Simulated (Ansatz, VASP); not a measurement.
**MnSi in VASP and in Ansatz**

```xyz
8
Lattice="4.5177 0.0000 0.0000 0.0000 4.5177 0.0000 0.0000 0.0000 4.5177" Properties=species:S:1:pos:R:3 pbc="T T T"
Mn    0.6166    0.6166    0.6166
Mn    1.6422    3.9011    2.8755
Mn    2.8755    1.6422    3.9011
Mn    3.9011    2.8755    1.6422
Si    3.8192    3.8192    3.8192
Si    2.9573    0.6985    1.5604
Si    1.5604    2.9573    0.6985
Si    0.6985    1.5604    2.9573
```

Alike in both runs: functional PBE; k mesh 4 × 4 × 4; occupations gaussian, width 0.05 eV; collinear spin.

Ansatz relaxed the structure, and its values are those at the end. VASP's run is a single point on that final structure, the one shown.

|  | VASP | Ansatz |
| --- | --- | --- |
| version | VASP 6.6.1 | Ansatz 0.2.0 |
| potentials or method | VASP PAW PBE potentials, release 64 (Mn_pv, Si), cutoff 520 eV | scalar-relativistic, plane waves, PAW |
| valence electrons in the cell | 68 | 76 |

```csv
,VASP,Ansatz,Ansatz less VASP
gap on the k mesh at the Fermi level (eV),none,none,-
pressure (GPa),0.0,0.1,+0.07
rms of the force components (eV/Å),0.007,0.003,-0.0037
net moment per atom (μB),0.50,0.50,0.000
size of the moment on the site where the two differ most (μB),1.06,1.01,-0.053
```

Site moments also hang on the region over which each program counts them. A gap of «none» marks a metal or a gap that the smearing closes. VASP's potentials hold 68 valence electrons a cell and Ansatz's 76, so a difference there can come from the potentials and not from the codes.
